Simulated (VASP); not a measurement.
Set up this calculation in VASP 6.6.1, as the native input.

| Property | Result |
| --- | --- |
| Task | single point |
| Functional | PBE |
| Potentials or basis | VASP PAW PBE potentials, release 64 (Al, In_d, N) |
| Cutoff | 520 eV |
| k mesh | 6 × 6 × 6 |
| Occupations | gaussian, width 0.05 eV |
| Spin | no spin polarisation |
| Dipole correction | no |
| Further INCAR settings | ALGO = Normal; EDIFF = 1e-06; NBANDS = 46 |

The structure of Al2InN3 lies in POSCAR:

```
Al2InN3
1.0
    4.9112360591     -2.6069961457      0.0000000000
    4.9112360591      2.6069961457      0.0000000000
    0.0000000000      0.0000000000      5.2433799143
Al In N
4 2 6
Direct
    0.0084427086      0.3348641725      0.9917411822
    0.6651358275      0.9915572914      0.9917411822
    0.9915572914      0.6651358275      0.4917411822
    0.3348641725      0.0084427086      0.4917411822
    0.3220722962      0.6779277038      0.9869930315
    0.6779277038      0.3220722962      0.4869930315
    0.0367610679      0.3336262977      0.3556963910
    0.6663737023      0.9632389321      0.3556963910
    0.9632389321      0.6663737023      0.8556963910
    0.3336262977      0.0367610679      0.8556963910
    0.2982358752      0.7017641248      0.4061317922
    0.7017641248      0.2982358752      0.9061317922
```

The input as run:

INCAR

```
SYSTEM = Al2InN3
PREC = Accurate
ENCUT = 520
EDIFF = 1E-6
ISMEAR = 0
SIGMA = 0.05
LREAL = .False.
LASPH = .True.
NELM = 80
ALGO = Normal
ISIF = 2
LWAVE = .False.
LCHARG = .True.
GGA = PE
LELF = .True.
LVHAR = .True.
NBANDS = 46
```

KPOINTS

```
regular mesh
0
Gamma
  6 6 6
  0 0 0
```

Potentials or basis: VASP PAW PBE potentials, release 64 (Al, In_d, N).

Command:

```console
$ cat potpaw_PBE.64/Al/POTCAR potpaw_PBE.64/In_d/POTCAR potpaw_PBE.64/N/POTCAR > POTCAR
$ mpirun -np 1 vasp_std > vasp.out
```

Results of the run:

```yaml
Pressure: 18.0 GPa
Largest_force: 1.514 eV/Å
Band_gap_on_the_k_mesh: 2.43 eV
```

Caveat: the cell stands under pressure; spin-orbit coupling is left out, which moves the levels of the heavy elements; forces of over 1 eV/Å act on the atoms, so gaps and moduli don't describe the material at rest.

Run time: 11 min on 1 thread of Intel Xeon 8259CL, with other jobs on the host, peak memory 0.42 GiB.
